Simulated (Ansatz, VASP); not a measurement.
Two plane-wave programs on AlGa3N2

File INCAR:

```
  PREC = Accurate
  ENCUT = 600
  EDIFF = 1E-6
  ISMEAR = 0
  SIGMA = 0.15
  LREAL = F
  LASPH = T
  NELM = 80
  ALGO = Normal
  ISIF = 3
  LWAVE = F
  LCHARG = F
  GGA = PE
  IBRION = 2
  NSW = 36
  EDIFFG = -0.08
```

KPOINTS

```
regular mesh
0
Gamma
  3 3 3
```

POSCAR

```
AlGa3N2
1.0
   -2.8000000000      5.8000000000      2.7000000000
    2.8000000000     -5.8000000000      2.7000000000
    2.8000000000      5.8000000000     -2.7000000000
Al Ga N
2 6 4
Direct
    0.7500000000      0.7500000000      0.0000000000
    0.2500000000      0.2500000000      0.0000000000
    0.2500000000      0.7500000000      0.5000000000
    0.7500000000      0.2500000000      0.5000000000
    0.5000000000      0.7500000000      0.7500000000
    0.0000000000      0.2500000000      0.7500000000
    0.0000000000      0.7500000000      0.2500000000
    0.5000000000      0.2500000000      0.2500000000
    0.9050000000      0.8100000000      0.7150000000
    0.4050000000      0.6900000000      0.0950000000
    0.5950000000      0.3100000000      0.9050000000
    0.0950000000      0.1900000000      0.2850000000
```

Input for Ansatz:

```yaml
crystal:
  lattice:
    - [-2.8, 5.8, 2.7]
    - [2.8, -5.8, 2.7]
    - [2.8, 5.8, -2.7]
  atoms:
    - { symbol: Al, position: [0.75, 0.75, 0.0] }
    - { symbol: Al, position: [0.25, 0.25, 0.0] }
    - { symbol: Ga, position: [0.25, 0.75, 0.5] }
    - { symbol: Ga, position: [0.75, 0.25, 0.5] }
    - { symbol: Ga, position: [0.5, 0.75, 0.75] }
    - { symbol: Ga, position: [0.0, 0.25, 0.75] }
    - { symbol: Ga, position: [0.0, 0.75, 0.25] }
    - { symbol: Ga, position: [0.5, 0.25, 0.25] }
    - { symbol: "N", position: [0.905, 0.81, 0.715] }
    - { symbol: "N", position: [0.405, 0.69, 0.095] }
    - { symbol: "N", position: [0.595, 0.31, 0.905] }
    - { symbol: "N", position: [0.095, 0.19, 0.285] }
basis:
  ecutwfc: 420
kpoints:
  mp_grid: { grid: [3, 3, 3] }
hamiltonian:
  xc: pbe
scf:
  occupations: { method: gaussian, width: 0.15 }
  lower_state_search: "off"
output:
  forces: true
  stress: true
  eigenvalues: true
relax:
  adjacent_minimum: "off"
  f_tol: 0.08
  max_steps: 16
  cell: { stress_tol: 0.8 }
```

Alike in both runs: task relaxation of cell and atoms; functional PBE; k mesh 3 × 3 × 3; occupations gaussian, width 0.15 eV; no spin polarisation.

|  | VASP | Ansatz |
| --- | --- | --- |
| version | VASP 6.6.1 | Ansatz 0.2.0 |
| potentials or method | VASP PAW PBE potentials, release 64 (Al, Ga_d, N), cutoff 600 eV | scalar-relativistic, plane waves, PAW |
| valence electrons in the cell | 104 | 104 |

VASP gave:

| Item | Value |
| --- | --- |
| gap on the k mesh at the Fermi level, each at its own relaxed structure (eV) | none |
| relaxed volume (Å³/atom) | 16.55 |
| relaxed length of the cell vector where the two differ most in proportion (Å) | 7.027 |

Q: What did Ansatz give for the same quantities?

A: gap on the k mesh at the Fermi level, each at its own relaxed structure (eV): none; relaxed volume (Å³/atom): 16.39; relaxed length of the cell vector where the two differ most in proportion (Å): 7.023.

A gap of «none» marks a metal or a gap that the smearing closes.

The k mesh is coarse, so the values compare programs but aren't converged.
